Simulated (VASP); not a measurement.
# Zr (P6_3/mmc) in VASP: further runs, part 2 of 2

VASP 6.6.1.

## 3. Relaxation of cell and atoms, PBEsol

This run uses another cell than the first one, of 23.28 Å³/atom.

The input, INCAR:

```
ALGO = Normal
EDIFF = 1E-6
EDIFFG = -0.02
ENCUT = 600
GGA = PS
IBRION = 2
ISIF = 3
ISMEAR = 0
LASPH = True
LCHARG = False
LREAL = False
LWAVE = False
NELM = 60
NSW = 80
PREC = Accurate
SIGMA = 0.02
```

The input, KPOINTS:

```
k-points
0
Gamma
  15 15 8
```

The input, POSCAR:

```
Zr
1.0
    3.2320000000      0.0000000000      0.0000000000
   -1.6160000000      2.7989941000      0.0000000000
    0.0000000000      0.0000000000      5.1470000000
Zr
2
Direct
    0.3333333333      0.6666666667      0.2500000000
    0.6666666667      0.3333333333      0.7500000000
```

Potentials or basis: VASP PAW PBE potentials, release 64 (Zr_sv).

On the command line:

```sh
$ cat potpaw_PBE.64/Zr_sv/POTCAR > POTCAR
$ mpirun -np 1 vasp_std > vasp.out
```

OUTCAR:

```text
EDIFF = 1E-6
   EDIFFG = -0.02
   ENCUT = 600
   GGA = PS
   IBRION = 2
   ISIF = 3
   ISMEAR = 0
   LASPH = True
   LREAL = False
   NELM = 60
   NSW = 80
   PREC = Accurate

 ion  position               nearest neighbor table
   1  0.333  0.667  0.250-   2 3.18   2 3.18   2 3.18   2 3.18   2 3.18   2 3.18
   2  0.667  0.333  0.750-   1 3.18   1 3.18   1 3.18   1 3.18   1 3.18   1 3.18

  LATTYP: Found a hexagonal cell.
 ALAT       =     3.2320000000
 C/A-ratio  =     1.5925123762

  Lattice vectors:

 A1 = (   3.2320000000,   0.0000000000,   0.0000000000)
 A2 = (  -1.6160000000,   2.7989941000,   0.0000000000)
 A3 = (   0.0000000000,   0.0000000000,   5.1470000000)

Analysis of symmetry for initial positions (statically):
=====================================================================
 Subroutine PRICEL returns:
 Original cell was already a primitive cell.

 Routine SETGRP: Setting up the symmetry group for a
 hexagonal supercell.

 Subroutine GETGRP returns: Found 24 space group operations
 (whereof 12 operations were pure point group operations)
 out of a pool of 24 trial point group operations.

The static configuration has the point symmetry D_3d.
 The point group associated with its full space group is D_6h.

Analysis of symmetry for dynamics (positions and initial velocities):
=====================================================================
 Subroutine PRICEL returns:
 Original cell was already a primitive cell.

 Routine SETGRP: Setting up the symmetry group for a
 hexagonal supercell.

 Subroutine GETGRP returns: Found 24 space group operations
 (whereof 12 operations were pure point group operations)
 out of a pool of 24 trial point group operations.

The dynamic configuration has the point symmetry D_3d.
 The point group associated with its full space group is D_6h.

 Subroutine INISYM returns: Found 24 space group operations
 (whereof 12 operations are pure point group operations),
 and found     1 'primitive' translations

----------------------------------------------------------------------------------------

                                     Primitive cell

  volume of cell :      46.5616

  direct lattice vectors                    reciprocal lattice vectors
     3.232000000  0.000000000  0.000000000     0.309405941  0.178635603  0.000000000
    -1.616000000  2.798994100  0.000000000     0.000000000  0.357271207  0.000000000
     0.000000000  0.000000000  5.147000000     0.000000000  0.000000000  0.194287935

  length of vectors
     3.232000000  3.231999996  5.147000000     0.357271206  0.357271207  0.194287935

  position of ions in fractional coordinates (direct lattice)
     0.333333333  0.666666667  0.250000000
     0.666666667  0.333333333  0.750000000

  ion indices of the primitive-cell ions
   primitive index   ion index
                 1           1
                 2           2

----------------------------------------------------------------------------------------

 KPOINTS: k-points

Automatic generation of k-mesh.
 Grid dimensions read from file:
 generate k-points for:   15   15    8

 Generating k-lattice:

  Cartesian coordinates                     Fractional coordinates (reciprocal lattice)
[... 39 lines left out ...]
  0.333333  0.200000  0.000000     12.000000
  0.400000  0.200000  0.000000      6.000000
 [... further k-points ...]
   k-points           NKPTS =    135   k-points in BZ     NKDIM =    135   number of bands    NBANDS=     16
   number of dos      NEDOS =    301   number of ions     NIONS =      2
   total plane-waves  NPLWV =  32928
   dimension x,y,z NGX =    28 NGY =   28 NGZ =   42
   dimension x,y,z NGXF=    56 NGYF=   56 NGZF=   84
   ions per type =               2
   NGX,Y,Z   is equivalent  to a cutoff of  14.40, 14.40, 13.57 a.u.
   NGXF,Y,Z  is equivalent  to a cutoff of  28.80, 28.80, 27.13 a.u.
 SYSTEM =  unknown system
   PREC   = accura    normal or accurate (medium, high low for compatibility)
   ISTART =      0    job   : 0-new  1-cont  2-samecut
   ICHARG =      2    charge: 1-file 2-atom 10-const
   ISPIN  =      1    spin polarized calculation?
   LNONCOLLINEAR =      F non collinear calculations
   LSORBIT =      F    spin-orbit coupling
   LASPH  =      T    aspherical Exc in radial PAW
   ENCUT  =  600.0 eV  44.10 Ry    6.64 a.u.   6.46  6.46 10.28*2*pi/ulx,y,z
   NELM   =     60;   NELMIN=  2; NELMDL= -5     # of ELM steps
   EDIFF  = 0.1E-05   stopping-criterion for ELM
   LREAL  =      F    real-space projection
   EDIFFG = -.2E-01   stopping-criterion for IOM
   NSW    =     80    number of steps for IOM
   IBRION =      2    ionic relax: 0-MD 1-quasi-New 2-CG
   NFREE  =      1    steps in history (QN), initial steepest desc. (CG)
   ISIF   =      3    stress and relaxation
   ISYM   =      2    0-nonsym 1-usesym 2-fastsym
   POTIM  = 0.5000    time-step for ionic-motion
   TEBEG  =    0.0;   TEEND  =   0.0 temperature during run
   PSTRESS=    0.0 pullay stress
   NELECT =      24.0000    total number of electrons
   NUPDOWN=      -1.0000    fix difference up-down
   EMIN   =  10.00;   EMAX   =-10.00  energy-range for DOS
   EFERMI =   0.00;   METHOD = LEGACY
   ISMEAR =     0;   SIGMA  =   0.02  broadening in eV -4-tet -1-fermi 0-gaus
   EFERMI_NEDOS =   21; number of points for ismear=-14 and -15
   IALGO  =     38    algorithm
   IMIX   =      4    mixing-type and parameters
     AMIX     =   0.40;   BMIX     =  1.00
     AMIX_MAG =   1.60;   BMIX_MAG =  1.00
  volume/ion in A,a.u.               =      23.28       157.11
  Fermi-wavevector in a.u.,A,eV,Ry     =   1.312611  2.480475 23.442130  1.722948
  Thomas-Fermi vector in A             =   2.442991
   LORBIT       =      0    0 simple, 1 ext, 2 COOP (PROOUT), +10 PAW based schemes
   GGA     = PS    functional components
   LHFCALC =     F    Hartree Fock is set to
   AEXX    =    0.0000 exact exchange contribution
   IVDW    =     0    specifies the selected vdW correction
   LEPSILON=     F    determine dielectric tensor
   LRPA    =     F    only Hartree local field effects (RPA)
 conjugate gradient relaxation of ions
 non-spin polarized calculation
 Gauss-broadening in eV      SIGMA  =   0.02
  energy-cutoff  :      600.00
  volume of cell :       46.56
 maximum number of plane-waves:      1582
 NGX is ok and might be reduce to    28
   NGX = 13   NGY = 13   NGZ = 21

--------------------------------------- Ionic step        1  -------------------------------------------

 number of electron      24.0000000 magnetization

 Free energy of the ion-electron system (eV)
  ---------------------------------------------------
  ext. energy  EPLUGINS =         0.00000000
  ---------------------------------------------------
  free energy    TOTEN  =       -18.14654395 eV

  energy without entropy =      -18.14616030  energy(sigma->0) =      -18.14635212

------------------------ aborting loop because EDIFF is reached ----------------------------------------

  FORCE on cell =-STRESS in cart. coord.  units (eV):
  Direction    XX          YY          ZZ          XY          YZ          ZX
  --------------------------------------------------------------------------------------
  -------------------------------------------------------------------------------------
  Total       -0.9803135     -0.9803135     -0.8622670     -0.0000000     -0.0000000      0.0000000
  in kB      -33.7324653    -33.7324652    -29.6704983     -0.0000000     -0.0000000      0.0000000
  external PRESSURE =     -32.3784763 kB  Pullay stress =       0.0000000 kB
[... 167 lines left out ...]
--------------------------------------- Ionic step        6  -------------------------------------------

 number of electron      24.0000000 magnetization

 Free energy of the ion-electron system (eV)
  ---------------------------------------------------
  ext. energy  EPLUGINS =         0.00000000
  ---------------------------------------------------
  free energy    TOTEN  =       -18.16353358 eV

  energy without entropy =      -18.16310678  energy(sigma->0) =      -18.16332018

 E-fermi :   9.3007     XC(G=0): -11.3662

 val. band max:        9.2889046746   @ k =   0.2000   0.1333   0.3750
 cond. band min:       9.3016068704   @ k =   0.1333   0.0000   0.0000
 fundamental gap:      0.0127021958
 Fermi energy:         9.3007193288

 k-point     1 :       0.0000    0.0000    0.0000
  band No.  band energies     occupation
      1     -39.4000      2.00000
      2     -39.2245      2.00000
      3     -18.0131      2.00000
      4     -17.0295      2.00000
      5     -17.0295      2.00000
      6     -16.8915      2.00000
[... 433 lines left out ...]
      3     -17.7519      2.00000
      4     -17.5678      2.00000
      5     -17.4489      2.00000
      6     -17.4182      2.00000
[... 8 lines left out ...]
     15      10.9121      0.00000
     16      13.6333      0.00000

 [... further k-points ...]
[... 5 lines left out ...]
  --------------------------------------------------------------------------------------
  -------------------------------------------------------------------------------------
  Total        0.0092869      0.0092869      0.0112952      0.0000000     -0.0000000      0.0000000
  in kB        0.3311525      0.3311525      0.4027629      0.0000000     -0.0000000      0.0000000
  external PRESSURE =       0.3550226 kB  Pullay stress =       0.0000000 kB
[... 17 lines left out ...]
  FREE ENERGIE OF THE ION-ELECTRON SYSTEM (eV)
  ---------------------------------------------------
  free  energy   TOTEN  =       -18.1635335766 eV

  energy  without entropy=      -18.1631067796  energy(sigma->0) =      -18.16332018

 reached required accuracy - stopping structural energy minimisation
```

CONTCAR:

```text
Zr
   1.00000000000000
     3.1849929929645011    0.0000000000000000    0.0000000000000000
    -1.5924964964822506    2.7582848379702347    0.0000000000000000
     0.0000000000000000   -0.0000000000000000    5.1145386279368603
  Zr
     2
Direct
     0.3333333332999970    0.6666666667000030    0.2500000000000000
     0.6666666667000030    0.3333333332999970    0.7500000000000000

  0.00000000E+00  0.00000000E+00  0.00000000E+00
  0.00000000E+00  0.00000000E+00  0.00000000E+00
```

Run time: 6.9 min. Hardware: 1 thread of Intel Xeon 8259CL, shared host; peak memory 0.26 GiB.

What came out:

* Free energy: -18.1635 eV
* Relaxed volume: 22.47 Å³/atom
* Relaxed cell: a = 3.185 Å, b = 3.185 Å, c = 5.115 Å, α = 90.00°, β = 90.00°, γ = 120.00°
* Space group after relaxing (to 0.1 Å): P6_3/mmc (No. 194)
* Energy gained by relaxing: 8.5 meV/atom
* Ionic steps: 6
* Pressure after relaxing: 0.0 GPa
* Band gap on the k mesh: zero (bands 12 and 13 overlap by 1.31 eV)

Step by step:
```
step  energy change (eV)  largest force (eV/Å)  pressure (GPa)  volume (Å³)
   1              0.0000                0.0000           -3.24        46.56
   2             -0.0002                0.0000            3.59        43.46
   3             -0.0166                0.0000            0.00        44.98
   4             -0.0166                0.0000            0.07        44.95
   5             -0.0169                0.0000            0.04        44.94
   6             -0.0170                0.0000            0.04        44.93
```

Final structure:
```
Zr
1.0
     3.18499    0.00000    0.00000
    -1.59250    2.75828    0.00000
     0.00000    0.00000    5.11454
Zr
2
Cartesian
  0.0000 1.8389 1.2786
  1.5925 0.9194 3.8359
```

Caveat: the PAW data sets were made with another functional, which shifts forces and pressure a little.
